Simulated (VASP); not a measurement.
Crystal: TiAl.

```
Ti Al
1.0
     3.24141    0.00000    0.00000
     0.00000    3.24141    0.00000
     0.00000    0.00000    3.24141
Ti Al
1 1
Direct
  0.00000 0.00000 0.00000
  0.50000 0.50000 0.50000
```

This cell differs from its parent crystal: volume scaled by 1.06.

Base run:

| Quantity | Value |
| --- | --- |
| Program | VASP 6.6.1 |
| Functional | PBEsol |
| Potentials or basis | VASP PAW PBE potentials, release 64 (Ti_sv, Al) |
| Cutoff | 520 eV |
| k mesh | 8 × 8 × 8 |
| Occupations | fermi-dirac, width 0.05 eV |
| Spin | no spin polarisation |

Its results: pressure -8.0 GPa.

Q: After a change of settings the same cell gave: pressure -5.1 GPa. Which change was it?
A. functional from PBEsol to r2SCAN; further incar settings from ALGO = Normal; EDIFF = 1e-06; NBANDS = 14 to ALGO = Normal; EDIFF = 1e-07; NBANDS = 14
B. functional from PBEsol to r2SCAN
C. functional from PBEsol to LDA; potentials or basis from VASP PAW PBE potentials, release 64 (Ti_sv, Al) to VASP PAW LDA potentials, release 64 (Ti_sv, Al)
D. functional from PBEsol to PBE; further incar settings from ALGO = Normal; EDIFF = 1e-06; NBANDS = 14 to ALGO = Fast; EDIFF = 1e-06; NBANDS = 14

A: D.

Caveats: the PAW data sets were made with another functional, which shifts forces and pressure a little (some runs).
